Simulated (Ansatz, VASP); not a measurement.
**Cs in VASP and in Ansatz**

INCAR

```
SYSTEM = Cs
PREC     = Accurate       ! precision mode
ENCUT    = 520            ! plane-wave cutoff, eV
EDIFF    = 1E-6           ! SCF threshold, eV
ISMEAR   = 0              ! smearing method
SIGMA    = 0.15           ! smearing width, eV
LREAL    = .False.        ! projectors in reciprocal space
LASPH    = .True.         ! aspherical terms in the spheres
NELM     = 80             ! most SCF steps
ALGO     = Normal         ! electronic algorithm
ISIF     = 2              ! what is computed and relaxed
LWAVE    = .False.        ! write WAVECAR
LCHARG   = .True.         ! write CHGCAR
LELF     = .True.         ! ELF
LVHAR    = .True.       
NBANDS   = 10             ! bands
```

File KPOINTS:

```
regular mesh
0
Gamma
  12 12 12
  0 0 0
```

POSCAR

```
Cs
1.0
   -3.0225000000      3.0225000000      3.0225000000
    3.0225000000     -3.0225000000      3.0225000000
    3.0225000000      3.0225000000     -3.0225000000
Cs
1
Direct
    0.0000000000      0.0000000000      0.0000000000
```

Input for Ansatz:

```yaml
crystal:
  lattice:
    - [-3.0225, 3.0225, 3.0225]
    - [3.0225, -3.0225, 3.0225]
    - [3.0225, 3.0225, -3.0225]
  atoms:
    - { symbol: Cs, position: [0.0, 0.0, 0.0] }
basis:
  ecutwfc: 420
kpoints:
  mp_grid: { grid: [12, 12, 12] }
hamiltonian:
  xc: lda
scf:
  occupations: { method: gaussian, width: 0.15 }
output:
  forces: true
  stress: true
  eigenvalues: true
```

Alike in both runs: task single point; functional LDA; k mesh 12 × 12 × 12; occupations gaussian, width 0.15 eV; no spin polarisation.

```csv
,VASP,Ansatz
version,VASP 6.6.1,Ansatz 0.2.0
potentials or method,"VASP PAW LDA potentials, release 64 (Cs_sv), cutoff 520 eV","scalar-relativistic, plane waves, PAW"
valence electrons in the cell,9,9
```

|  | VASP | Ansatz | Ansatz less VASP |
| --- | --- | --- | --- |
| gap on the k mesh at the Fermi level (eV) | none | none | - |
| pressure (GPa) | -0.3 | -0.3 | +0.01 |

LDA's correlation is that of Perdew and Zunger in VASP and of Perdew and Wang (1992) in Ansatz. A gap of «none» marks a metal or a gap that the smearing closes.

Spin-orbit coupling is off throughout.
